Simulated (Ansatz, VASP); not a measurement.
## One calculation of Ca, two programs

```
Ca
1.0
     0.00000    2.82187    2.82187
     2.82187    0.00000    2.82187
     2.82187    2.82187    0.00000
Ca
1
Cartesian
  0.0000 0.0000 0.0000
```

Change from the starting cell: volume scaled by 1.03, PAW files.

Alike in both runs: task electric field gradients; functional PBE; k mesh 11 × 11 × 11; occupations fermi-dirac, width 0.05 eV; no spin polarisation.

```csv
,VASP,Ansatz
version,VASP 6.6.1,Ansatz 0.2.0
potentials or method,"VASP PAW PBE potentials, release 64 (Ca_sv)","PAW with Ansatz's default frozen-core files, scalar-relativistic"
plane-wave cutoff (eV),520,420
valence electrons in the cell,10,10
```

```csv
,VASP,Ansatz,Ansatz less VASP
pressure (GPa),-1.0,-1.0,-0.01
```
